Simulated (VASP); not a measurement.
# GaSb (F-43m) in VASP: further runs

Runs on GaSb. Level: r2SCAN. Tasks: single point.

All numbers are computed with VASP 6.6.1; they aren't measurements. Logs are shortened: lines on timing, memory, paths and dates and some standing lists are left out, and cuts for length are marked.

**1. The cell of the first run**

Symmetry: F-43m, No. 216, cubic system. Conventional cell: a = 6.214 Å, b = 6.214 Å, c = 6.214 Å, α = 90.00°, β = 90.00°, γ = 90.00°. Within 3.5 Å of Ga (site symmetry -43m) lie 4 Sb at 2.69 Å. Sb (site symmetry -43m) has 4 Ga at 2.69 Å within 3.5 Å.

**2. Single point, r2SCAN**

File POSCAR:

```
GaSb
1.0
    0.0000000000      3.1071149500      3.1071149500
    3.1071149500      0.0000000000      3.1071149500
    3.1071149500      3.1071149500      0.0000000000
Ga Sb
1 1
Direct
    0.0000000000      0.0000000000      0.0000000000
    0.2500000000      0.2500000000      0.2500000000
```

File INCAR.step1:

```
SYSTEM = GaSb
PREC = Accurate ; ENCUT = 520
ISMEAR = -1 ; SIGMA = 0.1
LREAL = .FALSE. ; LASPH = .TRUE.
NELM = 100 ; NBANDS = 16
GGA = PE ; ALGO = Normal
EDIFF = 1E-4 ; LWAVE = .TRUE.
LCHARG = .FALSE.
```

File INCAR.step2:

```
SYSTEM = GaSb
PREC = Accurate ; ENCUT = 520
EDIFF = 1E-7 ; ISMEAR = -1
SIGMA = 0.1 ; LREAL = .FALSE.
LASPH = .TRUE. ; NELM = 100
ALGO = Normal ; ISIF = 2
LWAVE = .FALSE. ; LCHARG = .FALSE.
METAGGA = R2SCAN ; LMIXTAU = .TRUE.
NBANDS = 16 ; ISTART = 1
```

File KPOINTS:

```
Automatic mesh
0
G
  10 10 10
  0 0 0
```

Potentials or basis: VASP PAW PBE potentials, release 64 (Ga_d, Sb).

Command:

```sh
cat potpaw_PBE.64/Ga_d/POTCAR potpaw_PBE.64/Sb/POTCAR > POTCAR
cp INCAR.step1 INCAR
mpirun -np 1 vasp_std > vasp.out
cp INCAR.step2 INCAR
mpirun -np 1 vasp_std > vasp.out
```

OUTCAR:

```text
SYSTEM = GaSb
   PREC = Accurate
   ENCUT = 520
   EDIFF = 1E-7
   ISMEAR = -1
   LREAL = .FALSE.
   LASPH = .TRUE.
   NELM = 100
   ISIF = 2
   METAGGA = R2SCAN
   ISTART = 1

 ion  position               nearest neighbor table
   1  0.000  0.000  0.000-   2 2.69   2 2.69   2 2.69   2 2.69
   2  0.250  0.250  0.250-   1 2.69   1 2.69   1 2.69   1 2.69

  LATTYP: Found a face centered cubic cell.
 ALAT       =     6.2142299000

  Lattice vectors:

 A1 = (   0.0000000000,   3.1071149500,   3.1071149500)
 A2 = (   3.1071149500,   0.0000000000,   3.1071149500)
 A3 = (   3.1071149500,   3.1071149500,   0.0000000000)

Analysis of symmetry for initial positions (statically):
=====================================================================
 Subroutine PRICEL returns:
 Original cell was already a primitive cell.

 Routine SETGRP: Setting up the symmetry group for a
 face centered cubic supercell.

 Subroutine GETGRP returns: Found 24 space group operations
 (whereof 24 operations were pure point group operations)
 out of a pool of 48 trial point group operations.

The static configuration has the point symmetry T_d .

Analysis of symmetry for dynamics (positions and initial velocities):
=====================================================================
 Subroutine PRICEL returns:
 Original cell was already a primitive cell.

 Routine SETGRP: Setting up the symmetry group for a
 face centered cubic supercell.

 Subroutine GETGRP returns: Found 24 space group operations
 (whereof 24 operations were pure point group operations)
 out of a pool of 48 trial point group operations.

The dynamic configuration has the point symmetry T_d .

 Subroutine INISYM returns: Found 24 space group operations
 (whereof 24 operations are pure point group operations),
 and found     1 'primitive' translations

----------------------------------------------------------------------------------------

                                     Primitive cell

  volume of cell :      59.9932

  direct lattice vectors                    reciprocal lattice vectors
     0.000000000  3.107114950  3.107114950    -0.160920986  0.160920986  0.160920986
     3.107114950  0.000000000  3.107114950     0.160920986 -0.160920986  0.160920986
     3.107114950  3.107114950  0.000000000     0.160920986  0.160920986 -0.160920986

  length of vectors
     4.394124102  4.394124102  4.394124102     0.278723323  0.278723323  0.278723323

  position of ions in fractional coordinates (direct lattice)
     0.000000000  0.000000000  0.000000000
     0.250000000  0.250000000  0.250000000

  ion indices of the primitive-cell ions
   primitive index   ion index
                 1           1
                 2           2

----------------------------------------------------------------------------------------

 KPOINTS: Automatic mesh

Automatic generation of k-mesh.
 Grid dimensions read from file:
 generate k-points for:   10   10   10

 Generating k-lattice:

  Cartesian coordinates                     Fractional coordinates (reciprocal lattice)
    -0.016092099  0.016092099  0.016092099     0.100000000  0.000000000  0.000000000
     0.016092099 -0.016092099  0.016092099     0.000000000  0.100000000  0.000000000
     0.016092099  0.016092099 -0.016092099     0.000000000  0.000000000  0.100000000

  Length of vectors
     0.027872332  0.027872332  0.027872332

  Shift w.r.t. Gamma in fractional coordinates (k-lattice)
     0.000000000  0.000000000  0.000000000

 Subroutine IBZKPT returns following result:
 ===========================================

 Found     47 irreducible k-points:

 Following reciprocal coordinates:
            Coordinates               Weight
  0.000000  0.000000  0.000000      1.000000
  0.100000  0.000000  0.000000      8.000000
  0.200000  0.000000  0.000000      8.000000
  0.300000  0.000000  0.000000      8.000000
  0.400000  0.000000  0.000000      8.000000
  0.500000  0.000000  0.000000      4.000000
[... 16 lines left out ...]
  0.300000  0.300000  0.000000      6.000000
  0.400000  0.300000  0.000000     24.000000
 [... further k-points ...]
   k-points           NKPTS =     47   k-points in BZ     NKDIM =     47   number of bands    NBANDS=     16
   number of dos      NEDOS =    301   number of ions     NIONS =      2
   total plane-waves  NPLWV =  46656
   dimension x,y,z NGX =    36 NGY =   36 NGZ =   36
   dimension x,y,z NGXF=    72 NGYF=   72 NGZF=   72
   ions per type =               1   1
   NGX,Y,Z   is equivalent  to a cutoff of  13.62, 13.62, 13.62 a.u.
   NGXF,Y,Z  is equivalent  to a cutoff of  27.24, 27.24, 27.24 a.u.
 SYSTEM =  GaSb
   PREC   = accura    normal or accurate (medium, high low for compatibility)
   ISTART =      1    job   : 0-new  1-cont  2-samecut
   ICHARG =      0    charge: 1-file 2-atom 10-const
   ISPIN  =      1    spin polarized calculation?
   LNONCOLLINEAR =      F non collinear calculations
   LSORBIT =      F    spin-orbit coupling
   LASPH  =      T    aspherical Exc in radial PAW
   ENCUT  =  520.0 eV  38.22 Ry    6.18 a.u.   8.17  8.17  8.17*2*pi/ulx,y,z
   NELM   =    100;   NELMIN=  2; NELMDL=  0     # of ELM steps
   EDIFF  = 0.1E-06   stopping-criterion for ELM
   LREAL  =      F    real-space projection
   EDIFFG = 0.1E-05   stopping-criterion for IOM
   NSW    =      0    number of steps for IOM
   IBRION =     -1    ionic relax: 0-MD 1-quasi-New 2-CG
   NFREE  =      0    steps in history (QN), initial steepest desc. (CG)
   ISIF   =      2    stress and relaxation
   ISYM   =      2    0-nonsym 1-usesym 2-fastsym
   POTIM  = 0.5000    time-step for ionic-motion
   TEBEG  =    0.0;   TEEND  =   0.0 temperature during run
   PSTRESS=    0.0 pullay stress
   NELECT =      18.0000    total number of electrons
   NUPDOWN=      -1.0000    fix difference up-down
   EMIN   =  10.00;   EMAX   =-10.00  energy-range for DOS
   EFERMI =   0.00;   METHOD = LEGACY
   ISMEAR =    -1;   SIGMA  =   0.10  broadening in eV -4-tet -1-fermi 0-gaus
   EFERMI_NEDOS =   21; number of points for ismear=-14 and -15
   IALGO  =     38    algorithm
   IMIX   =      4    mixing-type and parameters
     AMIX     =   0.40;   BMIX     =  1.00
     AMIX_MAG =   1.60;   BMIX_MAG =  1.00
  volume/ion in A,a.u.               =      30.00       202.43
  Fermi-wavevector in a.u.,A,eV,Ry     =   1.095969  2.071081 16.342617  1.201148
  Thomas-Fermi vector in A             =   2.232303
   LORBIT       =      0    0 simple, 1 ext, 2 COOP (PROOUT), +10 PAW based schemes
   METAGGA = R2SCAN    functional components
   LHFCALC =     F    Hartree Fock is set to
   AEXX    =    0.0000 exact exchange contribution
   IVDW    =     0    specifies the selected vdW correction
   LEPSILON=     F    determine dielectric tensor
   LRPA    =     F    only Hartree local field effects (RPA)
 non-spin polarized calculation
  energy-cutoff  :      520.00
  volume of cell :       59.99
 maximum number of plane-waves:      1639
 NGX is ok and might be reduce to    36
   NGX = 17   NGY = 17   NGZ = 17

 number of electron      17.9999991 magnetization

 Free energy of the ion-electron system (eV)
  ---------------------------------------------------
  ext. energy  EPLUGINS =         0.00000000
  ---------------------------------------------------
  free energy    TOTEN  =       -37.59197306 eV

  energy without entropy =      -37.59076094  energy(sigma->0) =      -37.59136700

 E-fermi :   4.4232     XC(G=0):  -9.5065

 val. band max:        4.3122305958   @ k =   0.0000   0.0000   0.0000
 cond. band min:       4.7904030160   @ k =   0.5000   0.0000   0.0000
 fundamental gap:      0.4781724202
 Fermi energy:         4.4232291547

 k-point     1 :       0.0000    0.0000    0.0000
  band No.  band energies     occupation
      1     -11.1979      2.00000
      2     -11.1979      2.00000
      3     -11.1978      2.00000
      4     -11.1481      2.00000
      5     -11.1481      2.00000
      6      -7.3908      2.00000
[... 8 lines left out ...]
     15      13.1496      0.00000
     16      13.1496      0.00000

 k-point     2 :       0.1000    0.0000    0.0000
  band No.  band energies     occupation
      1     -11.2003      2.00000
      2     -11.1968      2.00000
      3     -11.1967      2.00000
      4     -11.1482      2.00000
      5     -11.1482      2.00000
      6      -7.2883      2.00000
[... 8 lines left out ...]
     15      12.5733      0.00000
     16      12.5733      0.00000

 k-point     3 :       0.2000    0.0000    0.0000
  band No.  band energies     occupation
      1     -11.2065      2.00000
      2     -11.1940      2.00000
      3     -11.1940      2.00000
      4     -11.1484      2.00000
      5     -11.1484      2.00000
      6      -6.9905      2.00000
[... 8 lines left out ...]
     15      12.1552      0.00000
     16      12.1552      0.00000

 k-point     4 :       0.3000    0.0000    0.0000
  band No.  band energies     occupation
      1     -11.2141      2.00000
      2     -11.1909      2.00000
      3     -11.1909      2.00000
      4     -11.1483      2.00000
      5     -11.1483      2.00000
      6      -6.5364      2.00000
[... 8 lines left out ...]
     15      12.4524      0.00000
     16      12.4524      0.00000
[... 324 lines left out ...]
 k-point    22 :      -0.2000    0.2000    0.0000
  band No.  band energies     occupation
      1     -11.2173      2.00000
      2     -11.1897      2.00000
      3     -11.1879      2.00000
      4     -11.1497      2.00000
      5     -11.1479      2.00000
      6      -6.3743      2.00000
[... 8 lines left out ...]
     15      13.4798      0.00000
     16      13.9013      0.00000

 k-point    23 :       0.3000    0.3000    0.0000
  band No.  band energies     occupation
      1     -11.2256      2.00000
      2     -11.1832      2.00000
      3     -11.1832      2.00000
      4     -11.1544      2.00000
      5     -11.1454      2.00000
      6      -6.2153      2.00000
[... 8 lines left out ...]
     15      14.3496      0.00000
     16      14.6530      0.00000

 k-point    24 :       0.4000    0.3000    0.0000
  band No.  band energies     occupation
      1     -11.2303      2.00000
      2     -11.1808      2.00000
      3     -11.1804      2.00000
      4     -11.1554      2.00000
      5     -11.1451      2.00000
      6      -5.7941      2.00000
[... 8 lines left out ...]
     15      14.9472      0.00000
     16      15.0631      0.00000

 [... further k-points ...]
[... 5 lines left out ...]
  --------------------------------------------------------------------------------------
  -------------------------------------------------------------------------------------
  Total       -0.6872252     -0.6872252     -0.6872252     -0.0000000     -0.0000000     -0.0000000
  in kB      -18.3530273    -18.3530273    -18.3530273     -0.0000000     -0.0000000     -0.0000000
  external PRESSURE =     -18.3530273 kB  Pullay stress =       0.0000000 kB

 VOLUME and BASIS-vectors are now :
 -----------------------------------------------------------------------------
  energy-cutoff  :      520.00
  volume of cell :       59.99
      direct lattice vectors                 reciprocal lattice vectors
     0.000000000  3.107114950  3.107114950    -0.160920986  0.160920986  0.160920986
     3.107114950  0.000000000  3.107114950     0.160920986 -0.160920986  0.160920986
     3.107114950  3.107114950  0.000000000     0.160920986  0.160920986 -0.160920986

 POSITION                                       TOTAL-FORCE (eV/Angst)
 -----------------------------------------------------------------------------------
      0.00000      0.00000      0.00000        -0.000000     -0.000000     -0.000000
      1.55356      1.55356      1.55356         0.000000      0.000000      0.000000
 -----------------------------------------------------------------------------------
    total drift:                                0.000007      0.000007      0.000007

  FREE ENERGIE OF THE ION-ELECTRON SYSTEM (eV)
  ---------------------------------------------------
  free  energy   TOTEN  =       -37.5919730643 eV

  energy  without entropy=      -37.5907609358  energy(sigma->0) =      -37.59136700
```

Wall time 2.4 min (1 thread of AMD EPYC 9R45 (Zen 5), shared host); peak memory 0.21 GiB.

What came out:

* Free energy: -37.5920 eV
* Pressure: -1.8 GPa
* Band gap on the k mesh: 0.10 eV

Levels at points of the mesh, in eV from the valence-band top:
| k point | band 5 | band 6 | band 7 | band 8 | band 9 | band 10 | band 11 | band 12 | band 13 | band 14 |
| --- | --- | --- | --- | --- | --- | --- | --- | --- | --- | --- |
| (0.00, 0.00, 0.00) | -15.36 | -11.60 | 0.00 | 0.00 | 0.00 | 0.10 | 3.00 | 3.00 | 3.00 | 6.29 |
| (0.50, 0.00, 0.00) | -15.36 | -10.00 | -6.35 | -1.14 | -1.14 | 0.58 | 4.01 | 4.01 | 6.93 | 9.67 |
| (0.50, 0.50, 0.00) | -15.36 | -9.19 | -6.83 | -2.53 | -2.53 | 1.16 | 1.56 | 8.95 | 8.95 | 10.37 |

Caveat: the smearing spreads over this small gap; semilocal functionals underestimate gaps, and a narrow one can read as zero; the PAW data sets were made with another functional, which shifts forces and pressure a little; spin-orbit coupling is left out, which moves the levels of the heavy elements.

**3. Single point, r2SCAN**

This run uses another cell than the first one, of 30.57 Å³/atom.

File POSCAR:

```
GaSb
1.0
    0.0000000000      3.1269060200      3.1269060200
    3.1269060200      0.0000000000      3.1269060200
    3.1269060200      3.1269060200      0.0000000000
Ga Sb
1 1
Direct
    0.0000000000      0.0000000000      0.0000000000
    0.2500000000      0.2500000000      0.2500000000
```

File INCAR.step1:

```
PREC     = Accurate       # precision mode
ENCUT    = 520            # plane-wave cutoff, eV
ISMEAR   = -1             # smearing method
SIGMA    = 0.1            # smearing width, eV
LREAL    = False          # projectors in reciprocal space
LASPH    = True           # aspherical terms in the spheres
NELM     = 100            # most SCF steps
NBANDS   = 16             # bands
GGA      = PE             # functional
ALGO     = Normal         # electronic algorithm
EDIFF    = 1E-4           # SCF threshold, eV
LWAVE    = True           # write WAVECAR
LCHARG   = False          # write CHGCAR
```

File INCAR.step2:

```
PREC     = Accurate       # precision mode
ENCUT    = 520            # plane-wave cutoff, eV
EDIFF    = 1E-6           # SCF threshold, eV
ISMEAR   = -1             # smearing method
SIGMA    = 0.1            # smearing width, eV
LREAL    = False          # projectors in reciprocal space
LASPH    = True           # aspherical terms in the spheres
NELM     = 100            # most SCF steps
ALGO     = Normal         # electronic algorithm
ISIF     = 2              # what is computed and relaxed
LWAVE    = False          # write WAVECAR
LCHARG   = True           # write CHGCAR
METAGGA  = R2SCAN         # meta-GGA
LMIXTAU  = True         
LELF     = True           # ELF
LVHAR    = True         
NBANDS   = 16             # bands
ISTART   = 1
```

File KPOINTS:

```
regular mesh
0
Gamma
  10 10 10
```

Potentials or basis: VASP PAW PBE potentials, release 64 (Ga_d, Sb).

Command:

```sh
cat potpaw_PBE.64/Ga_d/POTCAR potpaw_PBE.64/Sb/POTCAR > POTCAR
cp INCAR.step1 INCAR
mpirun -np 1 vasp_std > vasp.out
cp INCAR.step2 INCAR
mpirun -np 1 vasp_std > vasp.out
```

Wall time 2.1 min (1 thread of AMD EPYC 9R45 (Zen 5), shared host); peak memory 0.21 GiB.

It converged, with:

| Quantity | Value |
| --- | --- |
| Free energy | -37.5757 eV |
| Pressure | -2.6 GPa |
| Band gap on the k mesh | zero (filled and empty bands touch) |

Levels at points of the mesh, in eV from the Fermi level:
| k point | band 5 | band 6 | band 7 | band 8 | band 9 | band 10 | band 11 | band 12 | band 13 | band 14 |
| --- | --- | --- | --- | --- | --- | --- | --- | --- | --- | --- |
| (0.00, 0.00, 0.00) | -15.53 | -11.67 | -0.23 | -0.19 | -0.19 | -0.19 | 2.81 | 2.81 | 2.81 | 6.06 |
| (0.50, 0.00, 0.00) | -15.53 | -10.12 | -6.45 | -1.30 | -1.30 | 0.34 | 3.82 | 3.82 | 6.74 | 9.35 |
| (0.50, 0.50, 0.00) | -15.52 | -9.33 | -6.94 | -2.66 | -2.66 | 0.98 | 1.40 | 8.63 | 8.63 | 10.02 |

Caveat: semilocal functionals underestimate gaps, and a narrow one can read as zero; the PAW data sets were made with another functional, which shifts forces and pressure a little; spin-orbit coupling is left out, which moves the levels of the heavy elements.

The gap in the log of VASP goes by the Fermi energy; the results here count the filled bands.